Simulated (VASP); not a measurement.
The system is Ga4As3P.

```
CELL_PARAMETERS angstrom
11.20924 0.00000 0.00000
0.00000 11.20924 0.00000
0.00000 0.00000 11.20924
ATOMIC_POSITIONS crystal
Ga 0.00159 0.00063 0.00234
Ga 0.99804 0.00178 0.49920
Ga 0.99859 0.50039 0.99874
Ga 0.00268 0.49944 0.50022
Ga 0.49656 0.99917 0.00144
Ga 0.50114 0.99950 0.49962
Ga 0.50106 0.50084 0.00031
Ga 0.49701 0.49661 0.49788
Ga 0.24912 0.24816 0.99767
Ga 0.24708 0.25347 0.50010
Ga 0.24922 0.74573 0.00316
Ga 0.25031 0.74812 0.49810
Ga 0.74975 0.25254 0.99967
Ga 0.75004 0.25150 0.49856
Ga 0.75201 0.74803 0.99834
Ga 0.74921 0.75236 0.49781
Ga 0.24705 0.00039 0.25035
Ga 0.25346 0.99865 0.74997
Ga 0.24993 0.49758 0.24998
Ga 0.25039 0.49982 0.75081
Ga 0.74936 0.00182 0.25197
Ga 0.75014 0.99711 0.74758
Ga 0.75089 0.49759 0.25122
Ga 0.74895 0.50034 0.75155
Ga 0.99974 0.24981 0.24853
Ga 0.99776 0.25146 0.75167
Ga 0.00413 0.75016 0.24977
Ga 0.00248 0.75034 0.75299
Ga 0.49888 0.24782 0.24671
Ga 0.50003 0.25062 0.75018
Ga 0.50324 0.75054 0.25501
Ga 0.49613 0.74941 0.74956
As 0.12327 0.12397 0.12584
As 0.12318 0.12448 0.62802
As 0.12419 0.62595 0.12679
As 0.62739 0.12189 0.12308
As 0.62494 0.12544 0.62438
As 0.62478 0.62625 0.12358
As 0.62275 0.62630 0.62443
As 0.37563 0.37589 0.12322
As 0.37147 0.37481 0.62572
As 0.37711 0.87452 0.12703
As 0.87396 0.37494 0.12656
As 0.87284 0.37366 0.62433
As 0.87539 0.87191 0.62545
As 0.37228 0.12962 0.37601
As 0.87493 0.12333 0.37642
As 0.87437 0.12892 0.87484
As 0.87403 0.62518 0.37588
As 0.87493 0.62524 0.87276
As 0.12673 0.87641 0.37388
As 0.12361 0.87562 0.87507
As 0.62679 0.37752 0.37675
As 0.62378 0.37499 0.87798
As 0.62668 0.87474 0.37496
As 0.62394 0.87669 0.87410
P 0.12561 0.62442 0.62464
P 0.37314 0.87189 0.62534
P 0.87538 0.87140 0.12505
P 0.37735 0.12573 0.87583
P 0.37633 0.63038 0.37412
P 0.37121 0.62527 0.87718
P 0.12727 0.37408 0.37692
P 0.12587 0.37450 0.87485
```

| Quantity | Value |
| --- | --- |
| Program | VASP 6.6.1 |
| Task | relaxation of volume and atoms at fixed shape |
| Functional | PBEsol |
| Potentials or basis | VASP PAW PBE potentials, release 64 (Ga_d, As, P) |
| Cutoff | 500 eV |
| k mesh | 1 × 1 × 1, shifted |
| Occupations | fermi-dirac, width 0.05 eV |
| Spin | no spin polarisation |

At the start: pressure 0.2 GPa; volume 22.01 Å³/atom.

Question: How do energy, volume and symmetry change on relaxing?

Answer: Over 12 steps the energy falls by 13.4 meV/atom; space group P1 (No. 1, to 0.1 Å) before and after.

Step by step:
| step | energy change (eV) | largest force (eV/Å) | pressure (GPa) | volume (Å³) |
| --- | --- | --- | --- | --- |
| 1 | 0.0000 | 1.0691 | 0.21 | 1408.41 |
| 2 | -0.6387 | 0.5320 | -0.25 | 1414.33 |
| 3 | -0.7189 | 0.2821 | -0.41 | 1417.28 |
| 4 | -0.8081 | 0.1493 | 0.18 | 1405.29 |
| 5 | -0.8129 | 0.1413 | 0.37 | 1401.67 |
| 6 | -0.8411 | 0.1175 | -0.04 | 1409.42 |
| 7 | -0.8415 | 0.1213 | -0.09 | 1410.35 |
| 8 | -0.8515 | 0.0569 | -0.04 | 1409.21 |
| 9 | -0.8540 | 0.0598 | 0.01 | 1408.23 |
| 10 | -0.8568 | 0.0328 | 0.01 | 1408.27 |
| 11 | -0.8572 | 0.0381 | 0.01 | 1408.30 |
| 12 | -0.8585 | 0.0288 | -0.02 | 1408.84 |

Final structure:
```
Ga As P
1.0
    11.21038    0.00000    0.00000
     0.00000   11.21038    0.00000
     0.00000    0.00000   11.21038
Ga As P
32 24 8
Direct
  0.99756 0.99647 0.00301
  0.00098 0.00009 0.50135
  0.00424 0.49615 0.99712
  0.00781 0.50142 0.50078
  0.49582 0.00275 0.99682
  0.49548 0.99609 0.50383
  0.49535 0.50483 0.99666
  0.49451 0.50249 0.49782
  0.24925 0.24998 0.99243
  0.24580 0.25417 0.49831
  0.25288 0.74596 0.99825
  0.25278 0.74624 0.50397
  0.74943 0.25065 0.00063
  0.74913 0.25033 0.50016
  0.75293 0.75339 0.00246
  0.74946 0.74943 0.50091
  0.24976 0.99992 0.24994
  0.25618 0.99959 0.74994
  0.24980 0.50018 0.25669
  0.24678 0.50326 0.75338
  0.75298 0.99644 0.24659
  0.74999 0.99914 0.75014
  0.75077 0.50044 0.24975
  0.74872 0.50083 0.74912
  0.00492 0.25454 0.25362
  0.00404 0.25328 0.75433
  0.99790 0.75263 0.24676
  0.00581 0.74631 0.74628
  0.49978 0.24920 0.24896
  0.49539 0.24763 0.75267
  0.49648 0.74679 0.25420
  0.49212 0.74952 0.75037
  0.12523 0.12617 0.12360
  0.12676 0.12572 0.62691
  0.12564 0.62346 0.12552
  0.62469 0.12304 0.12376
  0.62258 0.12411 0.62591
  0.62397 0.62611 0.12498
  0.62064 0.62567 0.62493
  0.37241 0.37562 0.12369
  0.37146 0.37662 0.62670
  0.37483 0.87379 0.12481
  0.87707 0.37497 0.12500
  0.87771 0.37607 0.62491
  0.87647 0.87319 0.62570
  0.37334 0.12557 0.37672
  0.87611 0.12514 0.37413
  0.87556 0.12484 0.87597
  0.87707 0.62520 0.37562
  0.87733 0.62488 0.87450
  0.12617 0.87278 0.37639
  0.12723 0.87401 0.87485
  0.62301 0.37642 0.37479
  0.62231 0.37578 0.87498
  0.62406 0.87462 0.37550
  0.62230 0.87426 0.87455
  0.12848 0.62383 0.62534
  0.37316 0.87282 0.62588
  0.87543 0.87438 0.12479
  0.37354 0.12479 0.87385
  0.37265 0.62494 0.37673
  0.37211 0.62521 0.87331
  0.12603 0.37734 0.37649
  0.12693 0.37622 0.87399
```

Caveat: the PAW data sets were made with another functional, which shifts forces and pressure a little.
